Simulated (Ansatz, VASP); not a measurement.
PbS in VASP and in Ansatz

```
Pb S
1.0
     2.16125    1.24780    3.58890
    -2.16125    1.24780    3.58890
     0.00000   -2.49560    3.58890
Pb S
1 1
Direct
  0.97815 0.97815 0.97815
  0.47745 0.47745 0.47745
```

Alike in both runs: task single point; functional r2SCAN; k mesh 9 × 9 × 9; occupations gaussian, width 0.05 eV; no spin polarisation.

|  | VASP | Ansatz |
| --- | --- | --- |
| version | VASP 6.6.1 | Ansatz 0.2.0 |
| potentials or method | VASP PAW PBE potentials, release 64 (Pb_d, S), cutoff 520 eV | scalar-relativistic, plane waves, PAW |
| valence electrons in the cell | 20 | 20 |

Ansatz gave:

| Quantity | Value |
| --- | --- |
| pressure (GPa) | -4.1 |
| traceless stress, the component that is largest in VASP (GPa) | -0.49 |
| rms of the force components (eV/Å) | 0.003 |

Task: What did VASP give for the same quantities?

Result: Pressure (GPa): -4.2; traceless stress, the component that is largest in VASP (GPa): -0.49; rms of the force components (eV/Å): 0.003.

VASP's potentials were made for PBE, not for r2SCAN. Atom by atom the forces differ by 0.000 eV/Å (rms over components). The functional is the same, so the differences come from potentials, cutoffs and numerics.

Neither program's run includes spin-orbit coupling.
